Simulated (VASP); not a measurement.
# NaI (Fm-3m) in VASP: a series of runs

Runs on NaI. Level: PBEsol. Tasks: single point.

All numbers are computed with VASP 6.6.1; they aren't measurements. Logs are shortened: lines on timing, memory, paths and dates and some standing lists are left out, and cuts for length are marked.

**1. The cell of the first run**

The structure is cubic, space group Fm-3m (No. 225). The conventional cell has a = 5.392 Å, b = 5.392 Å, c = 5.392 Å, α = 90.00°, β = 90.00°, γ = 90.00°. Within 3.6 Å of I (site symmetry m-3m) lie 6 Na at 2.70 Å. Within 3.6 Å of Na (site symmetry m-3m) lie 6 I at 2.70 Å.

**2. Single point, PBEsol**

Input file INCAR:

```
SYSTEM = NaI
  PREC = Accurate
  ENCUT = 520
  EDIFF = 1E-7
  ISMEAR = -1
  SIGMA = 0.05
  LREAL = .FALSE.
  LASPH = .TRUE.
  NELM = 60
  ALGO = Normal
  ISIF = 2
  LWAVE = .FALSE.
  LCHARG = .FALSE.
  GGA = PS
  NBANDS = 14
```

Input file KPOINTS:

```
Automatic mesh
0
G
  7 7 7
  0 0 0
```

Input file POSCAR:

```
NaI
1.0
    0.0000000000      2.6959580470      2.6959580470
    2.6959580470      0.0000000000      2.6959580470
    2.6959580470      2.6959580470      0.0000000000
I Na
1 1
Direct
    0.5000000000      0.5000000000      0.5000000000
    0.0000000000      0.0000000000      0.0000000000
```

Potentials or basis: VASP PAW PBE potentials, release 64 (I, Na_pv).

Run with:

```bash
$ cat potpaw_PBE.64/I/POTCAR potpaw_PBE.64/Na_pv/POTCAR > POTCAR
$ mpirun -np 1 vasp_std > vasp.out
```

OUTCAR:

```text
SYSTEM = NaI
   PREC = Accurate
   ENCUT = 520
   EDIFF = 1E-7
   ISMEAR = -1
   LREAL = .FALSE.
   LASPH = .TRUE.
   NELM = 60
   ISIF = 2
   GGA = PS

 ion  position               nearest neighbor table
   1  0.500  0.500  0.500-   2 2.70   2 2.70   2 2.70   2 2.70   2 2.70   2 2.70
   2  0.000  0.000  0.000-   1 2.70   1 2.70   1 2.70   1 2.70   1 2.70   1 2.70

  LATTYP: Found a face centered cubic cell.
 ALAT       =     5.3919160940

  Lattice vectors:

 A1 = (   0.0000000000,   2.6959580470,   2.6959580470)
 A2 = (   2.6959580470,   0.0000000000,   2.6959580470)
 A3 = (   2.6959580470,   2.6959580470,   0.0000000000)

Analysis of symmetry for initial positions (statically):
=====================================================================
 Subroutine PRICEL returns:
 Original cell was already a primitive cell.

 Routine SETGRP: Setting up the symmetry group for a
 face centered cubic supercell.

 Subroutine GETGRP returns: Found 48 space group operations
 (whereof 48 operations were pure point group operations)
 out of a pool of 48 trial point group operations.

The static configuration has the point symmetry O_h .

Analysis of symmetry for dynamics (positions and initial velocities):
=====================================================================
 Subroutine PRICEL returns:
 Original cell was already a primitive cell.

 Routine SETGRP: Setting up the symmetry group for a
 face centered cubic supercell.

 Subroutine GETGRP returns: Found 48 space group operations
 (whereof 48 operations were pure point group operations)
 out of a pool of 48 trial point group operations.

The dynamic configuration has the point symmetry O_h .

 Subroutine INISYM returns: Found 48 space group operations
 (whereof 48 operations are pure point group operations),
 and found     1 'primitive' translations

----------------------------------------------------------------------------------------

                                     Primitive cell

  volume of cell :      39.1895

  direct lattice vectors                    reciprocal lattice vectors
     0.000000000  2.695958047  2.695958047    -0.185462827  0.185462827  0.185462827
     2.695958047  0.000000000  2.695958047     0.185462827 -0.185462827  0.185462827
     2.695958047  2.695958047  0.000000000     0.185462827  0.185462827 -0.185462827

  length of vectors
     3.812660434  3.812660434  3.812660434     0.321231039  0.321231039  0.321231039

  position of ions in fractional coordinates (direct lattice)
     0.500000000  0.500000000  0.500000000
     0.000000000  0.000000000  0.000000000

[... 81 lines left out ...]
   PSTRESS=    0.0 pullay stress
   NELECT =      14.0000    total number of electrons
   NUPDOWN=      -1.0000    fix difference up-down
   EMIN   =  10.00;   EMAX   =-10.00  energy-range for DOS
   EFERMI =   0.00;   METHOD = LEGACY
   ISMEAR =    -1;   SIGMA  =   0.05  broadening in eV -4-tet -1-fermi 0-gaus
   EFERMI_NEDOS =   21; number of points for ismear=-14 and -15
   IALGO  =     38    algorithm
   IMIX   =      4    mixing-type and parameters
     AMIX     =   0.40;   BMIX     =  1.00
     AMIX_MAG =   1.60;   BMIX_MAG =  1.00
  volume/ion in A,a.u.               =      19.59       132.23
  Fermi-wavevector in a.u.,A,eV,Ry     =   1.161612  2.195128 18.358915  1.349342
  Thomas-Fermi vector in A             =   2.298182
   LORBIT       =      0    0 simple, 1 ext, 2 COOP (PROOUT), +10 PAW based schemes
   GGA     = PS    functional components
   LHFCALC =     F    Hartree Fock is set to
   AEXX    =    0.0000 exact exchange contribution
   IVDW    =     0    specifies the selected vdW correction
   LEPSILON=     F    determine dielectric tensor
   LRPA    =     F    only Hartree local field effects (RPA)
 non-spin polarized calculation
  energy-cutoff  :      520.00
  volume of cell :       39.19
 maximum number of plane-waves:      1067
   NGX = 15   NGY = 15   NGZ = 15

 number of electron      13.9999995 magnetization

 Free energy of the ion-electron system (eV)
  ---------------------------------------------------
  ext. energy  EPLUGINS =         0.00000000
  ---------------------------------------------------
  free energy    TOTEN  =        -4.13037867 eV

  energy without entropy =       -4.13037867  energy(sigma->0) =       -4.13037867

 E-fermi :   7.2963     XC(G=0): -10.2739

 val. band max:        6.2236070427   @ k =   0.0000   0.0000   0.0000
 cond. band min:       9.9104014744   @ k =   0.4286   0.4286   0.0000
 fundamental gap:      3.6867944317
 Fermi energy:         7.2962770159

 k-point     1 :       0.0000    0.0000    0.0000
  band No.  band energies     occupation
      1     -16.4394      2.00000
      2     -16.4394      2.00000
      3     -16.4394      2.00000
      4      -7.3467      2.00000
      5       6.2236      2.00000
      6       6.2236      2.00000
      7       6.2236      2.00000
      8      12.1453      0.00000
      9      13.5108      0.00000
     10      13.5108      0.00000
     11      13.5108      0.00000
     12      16.0496      0.00000
     13      16.5628      0.00000
     14      16.5628      0.00000
[... 309 lines left out ...]
      1     -16.4805      2.00000
      2     -16.4782      2.00000
      3     -16.4566      2.00000
      4      -5.6455      2.00000
      5       2.4650      2.00000
      6       2.6227      2.00000
      7       4.1566      2.00000
      8      12.1464      0.00000
      9      13.9947      0.00000
     10      14.8002      0.00000
     11      15.6941      0.00000
     12      19.7650      0.00000
     13      19.9225      0.00000
     14      23.7303      0.00000

------------------------ aborting loop because EDIFF is reached ----------------------------------------

  FORCE on cell =-STRESS in cart. coord.  units (eV):
  Direction    XX          YY          ZZ          XY          YZ          ZX
  --------------------------------------------------------------------------------------
  -------------------------------------------------------------------------------------
  Total        7.4309966      7.4309966      7.4309966     -0.0000000     -0.0000000      0.0000000
  in kB      303.8003441    303.8003441    303.8003441     -0.0000000     -0.0000000      0.0000000
  external PRESSURE =     303.8003441 kB  Pullay stress =       0.0000000 kB

 VOLUME and BASIS-vectors are now :
 -----------------------------------------------------------------------------
  energy-cutoff  :      520.00
  volume of cell :       39.19
      direct lattice vectors                 reciprocal lattice vectors
     0.000000000  2.695958047  2.695958047    -0.185462827  0.185462827  0.185462827
     2.695958047  0.000000000  2.695958047     0.185462827 -0.185462827  0.185462827
     2.695958047  2.695958047  0.000000000     0.185462827  0.185462827 -0.185462827

 POSITION                                       TOTAL-FORCE (eV/Angst)
 -----------------------------------------------------------------------------------
      2.69596      2.69596      2.69596        -0.000000      0.000000     -0.000000
      0.00000      0.00000      0.00000         0.000000     -0.000000      0.000000
 -----------------------------------------------------------------------------------
    total drift:                                0.000000      0.000000      0.000000

  FREE ENERGIE OF THE ION-ELECTRON SYSTEM (eV)
  ---------------------------------------------------
  free  energy   TOTEN  =        -4.1303786652 eV

  energy  without entropy=       -4.1303786652  energy(sigma->0) =       -4.13037867
```

stdout:

```text
POSCAR found type information on POSCAR I Na
 POSCAR found :  2 types and       2 ions
 scaLAPACK will be used
 -----------------------------------------------------------------------------
|                                                                             |
|                                                                             |
|     You enforced a specific xc type in the INCAR file but a different       |
|     I HOPE YOU KNOW WHAT YOU ARE DOING!                                     |
|                                                                             |
 -----------------------------------------------------------------------------

 LDA part: xc-table for (Slater+PW92), standard interpolation
 POSCAR, INCAR and KPOINTS ok, starting setup
 FFT: planning ... GRIDC
 FFT: planning ... GRID_SOFT
 FFT: planning ... GRID
 WAVECAR not read
 entering main loop
```

It took 6.8 s on 1 thread of Intel Xeon Platinum 8488C (Sapphire Rapids), shared host; peak memory 0.15 GiB.

Results:

| Quantity | Value |
| --- | --- |
| Free energy | -4.1304 eV |
| Pressure | 30.4 GPa |
| Band gap on the k mesh | 3.69 eV (least direct gap 5.53 eV) |

Caveat: the cell stands under pressure; the PAW data sets were made with another functional, which shifts forces and pressure a little; spin-orbit coupling is left out, which moves the levels of the heavy elements; an odd mesh through Γ misses points on the zone boundary, where band edges can lie.

**3. Single point, PBEsol**

This run uses another cell than the first one, of 21.45 Å³/atom.

Input file INCAR:

```
ALGO = Normal ; EDIFF = 1E-7
ENCUT = 520 ; GGA = PS
ISIF = 2 ; ISMEAR = -1
LASPH = T ; LCHARG = F
LREAL = F ; LWAVE = F
NBANDS = 14 ; NELM = 80
PREC = Accurate ; SIGMA = 0.05
```

Input file KPOINTS:

```
k-points
0
Gamma
  7 7 7
```

Input file POSCAR:

```
NaI
1.0
    0.0000000000      2.7783839703      2.7783839703
    2.7783839703      0.0000000000      2.7783839703
    2.7783839703      2.7783839703      0.0000000000
I Na
1 1
Direct
    0.5000000000      0.5000000000      0.5000000000
    0.0000000000      0.0000000000      0.0000000000
```

Potentials or basis: VASP PAW PBE potentials, release 64 (I, Na_pv).

Run with:

```bash
$ cat potpaw_PBE.64/I/POTCAR potpaw_PBE.64/Na_pv/POTCAR > POTCAR
$ mpirun -np 1 vasp_std > vasp.out
```

It took 8.3 s on 1 thread of Intel Xeon Platinum 8488C (Sapphire Rapids), shared host; peak memory 0.17 GiB.

It converged, with:

| Item | Value |
| --- | --- |
| Free energy | -4.7082 eV |
| Pressure | 20.2 GPa |
| Band gap on the k mesh | 4.12 eV (least direct gap 5.34 eV) |

Levels at points of the mesh, in eV from the valence-band top:
| k point | band 5 | band 6 | band 7 | band 8 | band 9 | band 10 |
| --- | --- | --- | --- | --- | --- | --- |
| (0.00, 0.00, 0.00) | 0.00 | 0.00 | 0.00 | 5.34 | 7.47 | 7.47 |

Caveat: the cell stands under pressure; the PAW data sets were made with another functional, which shifts forces and pressure a little; spin-orbit coupling is left out, which moves the levels of the heavy elements; an odd mesh through Γ misses points on the zone boundary, where band edges can lie.

**4. Single point, PBEsol**

This run uses another cell than the first one, of 24.51 Å³/atom.

Input file INCAR:

```
ALGO     = Normal         # electronic algorithm
EDIFF    = 1E-7           # SCF threshold, eV
ENCUT    = 520            # plane-wave cutoff, eV
GGA      = PS             # functional
ISIF     = 2              # what is computed and relaxed
ISMEAR   = -1             # smearing method
LASPH    = True           # aspherical terms in the spheres
LCHARG   = False          # write CHGCAR
LREAL    = False          # projectors in reciprocal space
LWAVE    = False          # write WAVECAR
NBANDS   = 14             # bands
NELM     = 60             # most SCF steps
PREC     = Accurate       # precision mode
SIGMA    = 0.05           # smearing width, eV
```

KPOINTS is that of step 3.

Input file POSCAR:

```
NaI
1.0
    0.0000000000      2.9048603198      2.9048603198
    2.9048603198      0.0000000000      2.9048603198
    2.9048603198      2.9048603198      0.0000000000
I Na
1 1
Direct
    0.5000000000      0.5000000000      0.5000000000
    0.0000000000      0.0000000000      0.0000000000
```

Potentials or basis: VASP PAW PBE potentials, release 64 (I, Na_pv).

Run with:

```bash
$ cat potpaw_PBE.64/I/POTCAR potpaw_PBE.64/Na_pv/POTCAR > POTCAR
$ mpirun -np 1 vasp_std > vasp.out
```

OUTCAR:

```text
EDIFF = 1E-7
   ENCUT = 520
   GGA = PS
   ISIF = 2
   ISMEAR = -1
   LASPH = True
   LREAL = False
   NELM = 60
   PREC = Accurate

 ion  position               nearest neighbor table
   1  0.500  0.500  0.500-   2 2.90   2 2.90   2 2.90   2 2.90   2 2.90   2 2.90
   2  0.000  0.000  0.000-   1 2.90   1 2.90   1 2.90   1 2.90   1 2.90   1 2.90

  LATTYP: Found a face centered cubic cell.
 ALAT       =     5.8097206396

  Lattice vectors:

[... 518 lines left out ...]

------------------------ aborting loop because EDIFF is reached ----------------------------------------

  FORCE on cell =-STRESS in cart. coord.  units (eV):
  Direction    XX          YY          ZZ          XY          YZ          ZX
  --------------------------------------------------------------------------------------
  -------------------------------------------------------------------------------------
  Total        3.1004716      3.1004716      3.1004716      0.0000000      0.0000000     -0.0000000
  in kB      101.3287243    101.3287243    101.3287243      0.0000000      0.0000000     -0.0000000
  external PRESSURE =     101.3287243 kB  Pullay stress =       0.0000000 kB

 VOLUME and BASIS-vectors are now :
 -----------------------------------------------------------------------------
  energy-cutoff  :      520.00
  volume of cell :       49.02
      direct lattice vectors                 reciprocal lattice vectors
     0.000000000  2.904860320  2.904860320    -0.172125316  0.172125316  0.172125316
     2.904860320  0.000000000  2.904860320     0.172125316 -0.172125316  0.172125316
     2.904860320  2.904860320  0.000000000     0.172125316  0.172125316 -0.172125316

 POSITION                                       TOTAL-FORCE (eV/Angst)
 -----------------------------------------------------------------------------------
      2.90486      2.90486      2.90486        -0.000000      0.000000     -0.000000
      0.00000      0.00000      0.00000         0.000000     -0.000000      0.000000
 -----------------------------------------------------------------------------------
    total drift:                                0.000000     -0.000000     -0.000000

  FREE ENERGIE OF THE ION-ELECTRON SYSTEM (eV)
  ---------------------------------------------------
  free  energy   TOTEN  =        -5.2696443205 eV

  energy  without entropy=       -5.2696443205  energy(sigma->0) =       -5.26964432
```

OSZICAR:

```text
N       E                     dE             d eps       ncg     rms          rms(c)
DAV:   1     0.902437726538E+02    0.90244E+02   -0.69230E+03   566   0.963E+02
DAV:   2     0.477800181625E+00   -0.89766E+02   -0.84400E+02   608   0.254E+02
DAV:   3    -0.520550871635E+01   -0.56833E+01   -0.56566E+01   716   0.599E+01
DAV:   4    -0.532438898494E+01   -0.11888E+00   -0.11885E+00   696   0.866E+00
DAV:   5    -0.532670518504E+01   -0.23162E-02   -0.23161E-02   768   0.108E+00    0.206E+00
DAV:   6    -0.527996648884E+01    0.46739E-01   -0.42341E-02   722   0.189E+00    0.137E+00
DAV:   7    -0.526949841547E+01    0.10468E-01   -0.40927E-02   790   0.152E+00    0.569E-01
DAV:   8    -0.526967527981E+01   -0.17686E-03   -0.26436E-03   638   0.540E-01    0.827E-02
DAV:   9    -0.526964278523E+01    0.32495E-04   -0.12409E-04   746   0.153E-01    0.197E-02
DAV:  10    -0.526964465782E+01   -0.18726E-05   -0.94803E-06   742   0.415E-02    0.746E-03
DAV:  11    -0.526964435405E+01    0.30378E-06   -0.93840E-07   740   0.114E-02    0.159E-03
DAV:  12    -0.526964432055E+01    0.33501E-07   -0.13518E-07   520   0.240E-03
   1 F= -.52696443E+01 E0= -.52696443E+01  d E =-.417007E-10
```

Wall time 7.2 s (1 thread of Intel Xeon Platinum 8488C (Sapphire Rapids), shared host); peak memory 0.17 GiB.

What came out:

```yaml
Free_energy: -5.2696 eV
Pressure: 10.1 GPa
Band_gap_on_the_k_mesh: 4.64 eV
```

Caveat: the cell stands under pressure; the PAW data sets were made with another functional, which shifts forces and pressure a little; spin-orbit coupling is left out, which moves the levels of the heavy elements; an odd mesh through Γ misses points on the zone boundary, where band edges can lie.

**5. Single point, PBEsol**

This run uses another cell than the first one, of 27.22 Å³/atom.

Input file INCAR:

```
PREC = Accurate
ENCUT = 520
EDIFF = 1E-6
ISMEAR = -1
SIGMA = 0.05
LREAL = False
LASPH = True
NELM = 100
ALGO = Normal
ISIF = 2
LWAVE = False
LCHARG = True
GGA = PS
LELF = True
LVHAR = True
NBANDS = 14
```

Input file KPOINTS:

```
Automatic mesh
0
Gamma
  7 7 7
```

Input file POSCAR:

```
NaI
1.0
    0.0000000000      3.0080808492      3.0080808492
    3.0080808492      0.0000000000      3.0080808492
    3.0080808492      3.0080808492      0.0000000000
I Na
1 1
Direct
    0.5000000000      0.5000000000      0.5000000000
    0.0000000000      0.0000000000      0.0000000000
```

Run with:

```bash
$ cat potpaw_PBE.64/I/POTCAR potpaw_PBE.64/Na_pv/POTCAR > POTCAR
$ mpirun -np 1 vasp_std > vasp.out
```

Run time: 7.2 s. Hardware: 1 thread of Intel Xeon Platinum 8488C (Sapphire Rapids), shared host; peak memory 0.17 GiB.

It converged, with:

```yaml
Free_energy: -5.5196 eV
Pressure: 5.1 GPa
Band_gap_on_the_k_mesh: 4.19 eV
```

Levels at points of the mesh, in eV from the valence-band top:
| k point | band 4 | band 5 | band 6 | band 7 | band 8 | band 9 | band 10 | band 11 |
| --- | --- | --- | --- | --- | --- | --- | --- | --- |
| (0.00, 0.00, 0.00) | -11.77 | 0.00 | 0.00 | 0.00 | 4.19 | 7.77 | 7.77 | 7.77 |

Caveat: the cell stands under pressure; the PAW data sets were made with another functional, which shifts forces and pressure a little; spin-orbit coupling is left out, which moves the levels of the heavy elements; an odd mesh through Γ misses points on the zone boundary, where band edges can lie. As with any semilocal functional, this PBEsol gap is likely too small.

(Part 1 of 2 ends here.)
